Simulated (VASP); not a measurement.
# CaO (Fm-3m) in VASP: notebook, part 2 of 2

VASP 6.6.1. The steps go on from the part before.

**3. Single point, revPBE+D3(BJ)**

This run uses another cell than the first one, of 13.72 Å³/atom, 0.988 times its volume.

INCAR

```
SYSTEM = CaO
  PREC = Accurate
  ENCUT = 520
  EDIFF = 1E-7
  ISMEAR = -1
  SIGMA = 0.05
  LREAL = .False.
  LASPH = .True.
  NELM = 60
  ALGO = Normal
  ISIF = 2
  LWAVE = .False.
  LCHARG = .False.
  GGA = RE
  IVDW = 12
  NBANDS = 15
```

KPOINTS

```
Automatic mesh
0
Gamma
  10 10 10
  0 0 0
```

POSCAR

```
CaO
1.0
    0.0000000000      2.3937554943      2.3937554943
    2.3937554943      0.0000000000      2.3937554943
    2.3937554943      2.3937554943      0.0000000000
Ca O
1 1
Direct
    0.0000000000      0.0000000000      0.0000000000
    0.5000000000      0.5000000000      0.5000000000
```

Potentials or basis: VASP PAW PBE potentials, release 64 (Ca_sv, O).

Command:

```console
cat potpaw_PBE.64/Ca_sv/POTCAR potpaw_PBE.64/O/POTCAR > POTCAR
mpirun -np 1 vasp_std > vasp.out
```

Run time: 17 s. Hardware: 1 thread of Intel Xeon Platinum 8488C (Sapphire Rapids), shared host; peak memory 0.18 GiB.

It converged, with:

* Free energy: -13.1778 eV
* Pressure: 0.3 GPa
* Band gap on the k mesh: 3.71 eV, indirect (least direct gap 4.08 eV)
* Dispersion energy per atom: -0.514 eV

Levels at points of the mesh, in eV from the valence-band top:
```
           k point  band 5  band 6  band 7  band 8  band 9  band 10  band 11  band 12
(0.00, 0.00, 0.00)  -15.62    0.00    0.00    0.00    4.92     6.30     6.30     6.30
(0.50, 0.00, 0.00)  -14.39   -2.63   -1.22   -1.22    7.16     8.44     8.44     8.71
(0.50, 0.50, 0.00)  -15.39   -1.29   -0.37   -0.37    3.71     8.15     8.95     9.61
```

Caveat: three body term missing; the PAW data sets were made with another functional, which shifts forces and pressure a little.

**4. Single point, revPBE+D3(BJ)**

INCAR

```
SYSTEM = CaO
PREC = Accurate
ENCUT = 520
EDIFF = 1E-6
ISMEAR = -1
SIGMA = 0.05
LREAL = .FALSE.
LASPH = .TRUE.
NELM = 100
ALGO = Normal
ISIF = 2
LWAVE = .FALSE.
LCHARG = .FALSE.
GGA = RE
IVDW = 12
NBANDS = 15
```

KPOINTS

```
regular mesh
0
G
  10 10 10
  0 0 0
```

POSCAR

```
CaO
1.0
    0.0000000000      2.4035556960      2.4035556960
    2.4035556960      0.0000000000      2.4035556960
    2.4035556960      2.4035556960      0.0000000000
Ca O
1 1
Direct
    0.0000000000      0.0000000000      0.0000000000
    0.5000000000      0.5000000000      0.5000000000
```

Command:

```console
cat potpaw_PBE.64/Ca_sv/POTCAR potpaw_PBE.64/O/POTCAR > POTCAR
mpirun -np 1 vasp_std > vasp.out
```

Wall time 16 s (1 thread of Intel Xeon Platinum 8488C (Sapphire Rapids), shared host); peak memory 0.17 GiB.

The run converged. Its results:

| Item | Value |
| --- | --- |
| Free energy | -13.1774 eV |
| Pressure | -1.1 GPa |
| Band gap on the k mesh | 3.72 eV, indirect (least direct gap 4.09 eV) |
| Dispersion energy per atom | -0.507 eV |

Levels at points of the mesh, in eV from the valence-band top:
```csv
k point,band 6,band 7,band 8,band 9,band 10,band 11
"(0.00, 0.00, 0.00)",0.00,0.00,0.00,4.82,6.27,6.27
"(0.50, 0.00, 0.00)",-2.60,-1.19,-1.19,7.10,8.37,8.37
"(0.50, 0.50, 0.00)",-1.29,-0.37,-0.37,3.72,8.06,8.88
```

Caveat: three body term missing; the PAW data sets were made with another functional, which shifts forces and pressure a little.

**5. Single point, revPBE**

INCAR

```
  PREC = Accurate
  ENCUT = 520
  EDIFF = 1E-6
  ISMEAR = -1
  SIGMA = 0.05
  LREAL = F
  LASPH = T
  NELM = 100
  ALGO = Normal
  ISIF = 2
  LWAVE = F
  LCHARG = F
  GGA = RE
  NBANDS = 15
```

KPOINTS

```
Automatic mesh
0
Gamma
  10 10 10
```

POSCAR is that of step 4.

Command:

```console
cat potpaw_PBE.64/Ca_sv/POTCAR potpaw_PBE.64/O/POTCAR > POTCAR
mpirun -np 1 vasp_std > vasp.out
```

It took 32 s on 1 thread of AMD EPYC 7R13, shared host; peak memory 0.17 GiB.

The run converged. Its results:

```yaml
Free_energy: -12.1625 eV
Pressure: 5.0 GPa
Band_gap_on_the_k_mesh: 3.72 eV, indirect (least direct gap 4.09 eV)
```

Levels at points of the mesh, in eV from the valence-band top:
| k point | band 5 | band 6 | band 7 | band 8 | band 9 | band 10 | band 11 | band 12 |
| --- | --- | --- | --- | --- | --- | --- | --- | --- |
| (0.00, 0.00, 0.00) | -15.60 | 0.00 | 0.00 | 0.00 | 4.82 | 6.27 | 6.27 | 6.27 |
| (0.50, 0.00, 0.00) | -14.42 | -2.60 | -1.19 | -1.19 | 7.10 | 8.37 | 8.37 | 8.62 |
| (0.50, 0.50, 0.00) | -15.37 | -1.29 | -0.37 | -0.37 | 3.72 | 8.06 | 8.88 | 9.53 |

Caveat: the PAW data sets were made with another functional, which shifts forces and pressure a little.

**6. Single point, PBE**

INCAR

```
PREC     = Accurate       # precision mode
ENCUT    = 520            # plane-wave cutoff, eV
EDIFF    = 1E-6           # SCF threshold, eV
ISMEAR   = 0              # smearing method
SIGMA    = 0.016          # smearing width, eV
LREAL    = False          # projectors in reciprocal space
LASPH    = True           # aspherical terms in the spheres
NELM     = 60             # most SCF steps
ALGO     = Normal         # electronic algorithm
ISIF     = 2              # what is computed and relaxed
LWAVE    = False          # write WAVECAR
LCHARG   = True           # write CHGCAR
GGA      = PE             # functional
LELF     = True           # ELF
LVHAR    = True         
NBANDS   = 15             # bands
```

KPOINTS

```
regular mesh
0
Gamma
  10 10 10
```

POSCAR is that of step 5.

Potentials or basis: VASP PAW PBE potentials, release 64 (Ca_sv, O).

Command:

```console
cat potpaw_PBE.64/Ca_sv/POTCAR potpaw_PBE.64/O/POTCAR > POTCAR
mpirun -np 1 vasp_std > vasp.out
```

OUTCAR:

```text
PREC = Accurate
   ENCUT = 520
   EDIFF = 1E-6
   ISMEAR = 0
   LREAL = False
   LASPH = True
   NELM = 60
   ISIF = 2
   GGA = PE

 ion  position               nearest neighbor table
   1  0.000  0.000  0.000-   2 2.40   2 2.40   2 2.40   2 2.40   2 2.40   2 2.40
   2  0.500  0.500  0.500-   1 2.40   1 2.40   1 2.40   1 2.40   1 2.40   1 2.40

  LATTYP: Found a face centered cubic cell.
 ALAT       =     4.8071113920

  Lattice vectors:

 A1 = (   0.0000000000,   2.4035556960,   2.4035556960)
[... 619 lines left out ...]
------------------------ aborting loop because EDIFF is reached ----------------------------------------

  FORCE on cell =-STRESS in cart. coord.  units (eV):
  Direction    XX          YY          ZZ          XY          YZ          ZX
  --------------------------------------------------------------------------------------
  -------------------------------------------------------------------------------------
  Total        0.3769269      0.3769269      0.3769269      0.0000000      0.0000000      0.0000000
  in kB       21.7457873     21.7457873     21.7457873      0.0000000      0.0000000      0.0000000
  external PRESSURE =      21.7457873 kB  Pullay stress =       0.0000000 kB

 VOLUME and BASIS-vectors are now :
 -----------------------------------------------------------------------------
  energy-cutoff  :      520.00
  volume of cell :       27.77
      direct lattice vectors                 reciprocal lattice vectors
     0.000000000  2.403555696  2.403555696    -0.208025136  0.208025136  0.208025136
     2.403555696  0.000000000  2.403555696     0.208025136 -0.208025136  0.208025136
     2.403555696  2.403555696  0.000000000     0.208025136  0.208025136 -0.208025136

 POSITION                                       TOTAL-FORCE (eV/Angst)
 -----------------------------------------------------------------------------------
      0.00000      0.00000      0.00000         0.000000     -0.000000     -0.000000
      2.40356      2.40356      2.40356         0.000000      0.000000      0.000000
 -----------------------------------------------------------------------------------
    total drift:                                0.000000      0.000000      0.000000

  FREE ENERGIE OF THE ION-ELECTRON SYSTEM (eV)
  ---------------------------------------------------
  free  energy   TOTEN  =       -12.8013770495 eV

  energy  without entropy=      -12.8013770495  energy(sigma->0) =      -12.80137705
```

OSZICAR:

```text
N       E                     dE             d eps       ncg     rms          rms(c)
DAV:   1     0.123280216125E+03    0.12328E+03   -0.82952E+03  1410   0.109E+03
DAV:   2    -0.928499651656E+01   -0.13257E+03   -0.12316E+03  1767   0.289E+02
DAV:   3    -0.143718596471E+02   -0.50869E+01   -0.50497E+01  1712   0.589E+01
DAV:   4    -0.145119641808E+02   -0.14010E+00   -0.14002E+00  1978   0.857E+00
DAV:   5    -0.145131264226E+02   -0.11622E-02   -0.11622E-02  1699   0.764E-01    0.856E+00
DAV:   6    -0.128782666314E+02    0.16349E+01   -0.51011E+00  1600   0.220E+01    0.359E+00
DAV:   7    -0.128047441569E+02    0.73522E-01   -0.40716E-01  1585   0.660E+00    0.180E+00
DAV:   8    -0.128022370886E+02    0.25071E-02   -0.75381E-02  1823   0.296E+00    0.419E-01
DAV:   9    -0.128007438824E+02    0.14932E-02   -0.45518E-03  1452   0.564E-01    0.109E-01
DAV:  10    -0.128014008524E+02   -0.65697E-03   -0.72411E-04  1746   0.242E-01    0.424E-02
DAV:  11    -0.128013772523E+02    0.23600E-04   -0.48434E-05  1688   0.826E-02    0.678E-03
DAV:  12    -0.128013770495E+02    0.20277E-06   -0.71953E-06  1676   0.237E-02
   1 F= -.12801377E+02 E0= -.12801377E+02  d E =-.754379E-19
```

Wall time 34 s (1 thread of AMD EPYC 7R13, shared host); peak memory 0.17 GiB.

What came out:

```yaml
Free_energy: -12.8014 eV
Pressure: 2.2 GPa
Band_gap_on_the_k_mesh: 3.64 eV, indirect (least direct gap 4.01 eV)
```

**7. The runs side by side**

| level | cell | smearing | gap on the mesh (eV) | pressure (GPa) |
| --- | --- | --- | --- | --- |
| BLYP+D3(BJ) | a = 3.399 Å, angles 60.0°, 2 atoms | fermi-dirac 0.05 eV | 3.73 | -2.4 |
| revPBE+D3(BJ) | a = 3.385 Å, angles 60.0°, 2 atoms | fermi-dirac 0.05 eV | 3.71 | 0.3 |
| revPBE+D3(BJ) | a = 3.399 Å, angles 60.0°, 2 atoms | fermi-dirac 0.05 eV | 3.72 | -1.1 |
| revPBE | a = 3.399 Å, angles 60.0°, 2 atoms | fermi-dirac 0.05 eV | 3.72 | 5.0 |
| PBE | a = 3.399 Å, angles 60.0°, 2 atoms | gaussian 0.016 eV | 3.64 | 2.2 |

Alike in all rows: task single point; potentials or basis VASP PAW PBE potentials, release 64 (Ca_sv, O); no spin polarisation; k mesh 10 × 10 × 10; cutoff (eV) 520.

On the cell as given the gap runs from 3.64 eV (PBE) to 3.73 eV (BLYP+D3(BJ)). The pressure there spans -2.4 GPa (BLYP+D3(BJ)) to 5.0 GPa (revPBE); a positive pressure means that this level wants a larger cell, a negative one a smaller.

Caveats: the PAW data sets were made with another functional, which shifts forces and pressure a little (some runs); three body term missing (some runs).

Absolute energies hang on the potentials; compare differences alone.
